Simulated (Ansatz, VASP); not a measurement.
Cu4W: VASP beside Ansatz

```
CELL_PARAMETERS angstrom
4.39797 0.00000 0.00000
0.00000 4.39797 0.00000
0.00000 0.00000 4.39797
ATOMIC_POSITIONS crystal
Cu 0.30824 0.30824 0.30824
Cu 0.69176 0.69176 0.30824
Cu 0.30824 0.69176 0.69176
Cu 0.69176 0.30824 0.69176
W 0.00000 0.00000 0.00000
```

Change from the starting cell: species swapped into the SnI4 type (P-43m, No. 215).

Alike in both runs: task relaxation of cell and atoms; functional PBE; k mesh 8 × 8 × 8; occupations gaussian, width 0.1 eV; no spin polarisation.

```csv
,VASP,Ansatz
version,VASP 6.6.1,Ansatz 0.2.0
potentials or method,"VASP PAW PBE potentials, release 64 (Cu, W_sv), cutoff 600 eV","scalar-relativistic, plane waves, PAW"
valence electrons in the cell,58,90
```

|  | VASP | Ansatz | Ansatz less VASP |
| --- | --- | --- | --- |
| gap on the k mesh at the Fermi level, each at its own relaxed structure (eV) | none | none | - |
| relaxed volume (Å³/atom) | 17.02 | 16.92 | -0.100 |
| relaxed length of the cell vector where the two differ most in proportion (Å) | 4.398 | 4.390 | -0.0086 |

A gap of «none» marks a metal or a gap that the smearing closes. VASP's potentials hold 58 valence electrons a cell and Ansatz's 90, so a difference there can come from the potentials and not from the codes.

Spin-orbit coupling is off throughout.
